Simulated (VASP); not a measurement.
Runs of VASP 6.6.1 on Ag. The structure is that of space group P6_3/mmc (No. 194), or close to it. The cells are those of the table. 

| task | cell | k mesh | smearing | gap on the mesh (eV) | pressure (GPa) |
| --- | --- | --- | --- | --- | --- |
| single point | a = 2.867, b = 2.867, c = 4.691 Å, angles 90.0, 90.0, 120.0°, 2 atoms | 12 × 12 × 8 | gaussian 0.1 eV | none | (a) |
| single point | a = 2.883, b = 2.883, c = 4.732 Å, angles 90.0, 90.0, 120.0°, 2 atoms | 18 × 18 × 10 | fermi-dirac 0.15 eV | none | -2.5 |
| single point | a = 2.845, b = 2.845, c = 4.668 Å, angles 90.0, 90.0, 120.0°, 2 atoms | 18 × 18 × 10 | fermi-dirac 0.15 eV | none | 2.3 |
| single point | a = 2.867, b = 2.867, c = 4.691 Å, angles 90.0, 90.0, 120.0°, 2 atoms | 24 × 24 × 14 | gaussian 0.15 eV | none | -0.4 |
| single point | a = 2.864, b = 2.864, c = 4.700 Å, angles 90.0, 90.0, 120.0°, 2 atoms | 18 × 18 × 10 | fermi-dirac 0.15 eV | none | -0.2 |
| single point | a = 2.867, b = 2.867, c = 4.691 Å, angles 90.0, 90.0, 120.0°, 2 atoms | 18 × 18 × 10 | gaussian 0.1 eV | none | -0.2 |
| single point | a = 2.867, b = 2.867, c = 4.691 Å, angles 90.0, 90.0, 120.0°, 2 atoms | 12 × 12 × 8 | gaussian 0.15 eV | none | (b) |

Alike in all rows: level PBEsol; potentials or basis VASP PAW PBE potentials, release 64 (Ag); no spin polarisation; cutoff (eV) 520.

Problem. Fill in the values left out.

Solution. (a) 0.0; (b) -0.1.

Caveats: the PAW data sets were made with another functional, which shifts forces and pressure a little.

A k mesh can miss the band edges, and the runs leave out spin-orbit coupling on Ag.

A gap of «none» marks levels without a gap at the run's occupations.
